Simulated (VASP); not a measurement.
WSe2: single point with PBE+D3(BJ)

WSe2:

```
W Se
1.0
     2.91289    0.00000    0.00000
    -1.45644    3.09057    0.00000
     0.00000    0.00000    7.16885
W Se
1 2
Direct
  0.00000 0.00000 0.00000
  0.33333 0.66667 0.24055
  0.33333 0.66667 0.75945
```

This cell differs from its parent crystal: strain +e along x and -e along y -0.1000, strain +e along z and -e/2 along x and y +0.0233.

```yaml
Program: VASP 6.6.1
Task: single point
Functional: PBE
Dispersion: D3(BJ)
Potentials_or_basis: VASP PAW PBE potentials, release 64 (W_sv, Se)
Cutoff: 520 eV
k_mesh: 9 × 9 × 4
Occupations: gaussian, width 0.05 eV
Spin: no spin polarisation
Dipole_correction: no
Further_INCAR_settings: ALGO = Normal; EDIFF = 1e-07; NBANDS = 20
```

* Pressure: 5.0 GPa
* Largest force: 0.940 eV/Å
* Band gap on the k mesh: 0.07 eV (least direct gap 0.93 eV)
* Dispersion energy per atom: -0.437 eV

Forces on the atoms (eV/Å):
```
W    0.000  0.940  0.000
Se   0.000 -0.470 -0.225
Se   0.000 -0.470  0.225
```

Stress tensor (GPa, compression positive):
```
 29.09   0.00   0.00
  0.00 -11.17   0.00
  0.00   0.00  -2.81
```

Levels at points of the mesh, in eV from the valence-band top:
| k point | band 11 | band 12 | band 13 | band 14 | band 15 | band 16 |
| --- | --- | --- | --- | --- | --- | --- |
| (0.00, 0.00, 0.00) | -2.25 | -1.48 | -0.99 | 1.12 | 1.14 | 3.39 |
| (0.00, 0.00, 0.50) | -1.50 | -1.47 | -1.00 | 1.02 | 1.34 | 3.38 |

Run time: 94 s on 1 thread of AMD EPYC 7R13, on a shared host, peak memory 0.25 GiB.

Caveat: the cell differs from its parent crystal (strain +e along x and -e along y -0.1000, strain +e along z and -e/2 along x and y +0.0233); the stress differs along the axes, from -11 to 29 GPa; spin-orbit coupling is left out, which moves the levels of the heavy elements. A k mesh can miss the band edges.
